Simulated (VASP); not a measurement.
Crystal: As.

```
As
1.0
    -1.50063    1.50063    2.28298
     1.50063   -1.50063    2.28298
     1.50063    1.50063   -2.28298
As
1
Direct
  0.00000 0.00000 0.00000
```

```yaml
Program: VASP 6.6.1
Task: relaxation of cell and atoms
Functional: PBE
Potentials_or_basis: VASP PAW PBE potentials, release 64 (As)
Cutoff: 600 eV
k_mesh: 8 × 8 × 8
Occupations: gaussian, width 0.1 eV
Spin: no spin polarisation
```

At the start: pressure -4.4 GPa; volume 20.56 Å³/atom.

Question: How do energy, volume and symmetry change on relaxing?

Answer: Over 19 steps the energy falls by 87.4 meV/atom and the volume is 19.82 Å³/atom (-3.6 %); space group I4/mmm (No. 139, to 0.05 Å).

Step by step:
| step | energy change (eV) | largest force (eV/Å) | pressure (GPa) | volume (Å³) |
| --- | --- | --- | --- | --- |
| 1 | 0.0000 | 0.0000 | -4.44 | 20.56 |
| 2 | -0.0146 | 0.0000 | 2.21 | 18.91 |
| 3 | -0.0176 | 0.0000 | 0.07 | 19.37 |
| 4 | -0.0182 | 0.0000 | 0.04 | 19.37 |
| 5 | -0.0211 | 0.0000 | -0.13 | 19.35 |
| 6 | -0.0324 | 0.0000 | 0.14 | 19.31 |
| 7 | -0.0556 | 0.0000 | 1.39 | 19.17 |
| 8 | -0.0543 | 0.0000 | 6.90 | 18.66 |
| 9 | -0.0784 | 0.0000 | 3.40 | 18.93 |
| 10 | -0.0786 | 0.0000 | 3.39 | 18.94 |
| 11 | -0.0788 | 0.0000 | 3.36 | 18.96 |
| 12 | -0.0788 | 0.0000 | 3.36 | 18.97 |
| 13 | -0.0791 | 0.0000 | 3.30 | 18.98 |
| 14 | -0.0800 | 0.0000 | 3.12 | 19.02 |
| 15 | -0.0815 | 0.0000 | 2.76 | 19.11 |
| 16 | -0.0840 | 0.0000 | 2.07 | 19.27 |
| 17 | -0.0869 | 0.0000 | 0.77 | 19.61 |
| 18 | -0.0850 | 0.0000 | -1.60 | 20.28 |
| 19 | -0.0874 | 0.0000 | 0.00 | 19.82 |

Final structure:
```
As
1.0
    -1.36946    1.36946    2.64184
     1.36946   -1.36946    2.64184
     1.36946    1.36946   -2.64184
As
1
Cartesian
  0.0000 0.0000 0.0000
```

Caveat: the k points lie up to 0.41 Å⁻¹ apart in the final cell.
